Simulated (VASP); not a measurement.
TePd, 4 atoms in the cell. It takes space group P6_3/mmc (No. 194, hexagonal). Conventional cell: a = 4.209 Å, b = 4.209 Å, c = 5.520 Å, α = 90.00°, β = 90.00°, γ = 120.00°. Te (site symmetry -6m2) has 6 Pd at 2.79 Å and 6 Te at 3.68 Å within 3.7 Å. Pd (site symmetry -3m) has 2 Pd at 2.76 Å and 6 Te at 2.79 Å within 3.6 Å.  This cell differs from its parent crystal: ratio of the length along z to the lengths across it x 0.96, volume and fractional coordinates fixed.

```yaml
Program: VASP 6.6.1
Task: single point
Functional: PBEsol
Potentials_or_basis: VASP PAW PBE potentials, release 64 (Te, Pd)
Cutoff: 520 eV
k_mesh: 12 × 12 × 10
Occupations: gaussian, width 0.15 eV
Spin: no spin polarisation
Dipole_correction: no
Further_INCAR_settings: ALGO = Normal; EDIFF = 1e-07; NBANDS = 24
```

Potentials or basis: VASP PAW PBE potentials, release 64 (Te, Pd).

Run with:

```bash
$ cat potpaw_PBE.64/Te/POTCAR potpaw_PBE.64/Pd/POTCAR > POTCAR
$ mpirun -np 1 vasp_std > vasp.out
```

Hardware: 1 thread of Intel Xeon 8259CL, with other jobs on the host.

Estimate the wall time of this run.

Wall time 4.5 min on 1 thread of Intel Xeon 8259CL, with other jobs on the host, peak memory 0.35 GiB. Counts: scf iterations 16, k points 114.
